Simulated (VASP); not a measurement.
Input of a VASP 6.6.1 run:

INCAR

```
ALGO = Fast ; EDIFF = 1E-6
EDIFFG = -0.01 ; ENCUT = 600
GGA = RP ; IBRION = 2
ISIF = 3 ; ISMEAR = -1
ISPIN = 2 ; IVDW = 13
LASPH = True ; LCHARG = False
LMAXMIX = 4 ; LORBIT = 11
LREAL = False ; LWAVE = False
MAGMOM = 2 2 ; NELM = 150
NSW = 60 ; PREC = Accurate
SIGMA = 0.05
```

KPOINTS

```
k-points
0
Gamma
  12 12 7
```

POSCAR

```
Co
1.0
    2.4719999032      0.0000000000      0.0000000000
   -1.2359999516      2.1408147143      0.0000000000
    0.0000000000      0.0000000000      4.0211440800
Co
2
Direct
    0.6666666667      0.3333333333      0.7500000000
    0.3333333333      0.6666666667      0.2500000000
```

Potentials or basis: VASP PAW PBE potentials, release 64 (Co).

The run is started by

```console
$ cat potpaw_PBE.64/Co/POTCAR > POTCAR
$ mpirun -np 1 vasp_std > vasp.out
```

Question: Estimate the space group after relaxing (to 0.05 Å).

Answer: P6_3/mmc (No. 194).

Question: Predict the relaxed volume.

Answer: 10.52 Å³/atom.

Question: Predict the dispersion energy per atom.

Answer: -0.862 eV.

Stress tensor (GPa, compression positive):
```
0.02 0.00 0.00
0.00 0.02 0.00
0.00 0.00 0.10
```

Caveat: the PAW data sets were made with another functional, which shifts forces and pressure a little; pairwise dispersion overbinds metals, which lowers pressure and volume.
